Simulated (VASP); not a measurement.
Runs of VASP 6.6.1 on HfO2. The structure is that of space group P4mm (No. 99), or close to it. The cells are those of the table. 

```csv
cell,gap on the mesh (eV),pressure (GPa),largest force (eV/Å)
"a = 3.617, b = 3.617, c = 10.730 Å, 12 atoms",(b),-17.9,4.43
"a = 3.617, b = 3.617, c = 13.230 Å, 12 atoms",none,-13.5,2.96
"a = 3.617, b = 3.617, c = 11.730 Å, 12 atoms",none,(c),3.38
"a = 3.617, b = 3.617, c = 10.980 Å, 12 atoms",0.14,-18.1,4.21
"a = 3.617, b = 3.617, c = 11.230 Å, 12 atoms",none,(a),3.50
"a = 3.617, b = 3.617, c = 12.230 Å, 12 atoms",none,-15.1,2.83
```

Alike in all rows: task single point; level r2SCAN; potentials or basis VASP PAW PBE potentials, release 64 (Hf_pv, O); no spin polarisation; k mesh 6 × 6 × 3; cutoff (eV) 520; smearing gaussian 0.05 eV.

Task: Estimate the missing entries.

Result: (a) -17.8; (b) 0.91; (c) -16.5.

Caveats: the PAW data sets were made with another functional, which shifts forces and pressure a little; spin-orbit coupling is left out, which moves the levels of the heavy elements; the cell stands under tension (at least some runs); the stress differs along the axes, from -32 to -11 GPa (at least some runs); the stress differs along the axes, from -26 to -12 GPa (at least some runs); the stress differs along the axes, from -35 to -10 GPa (at least some runs); semilocal functionals underestimate gaps, and a narrow one can read as zero (at least some runs).

A k mesh can miss the band edges, and the runs leave out spin-orbit coupling on Hf.

A gap of «none» marks levels without a gap at the run's occupations.
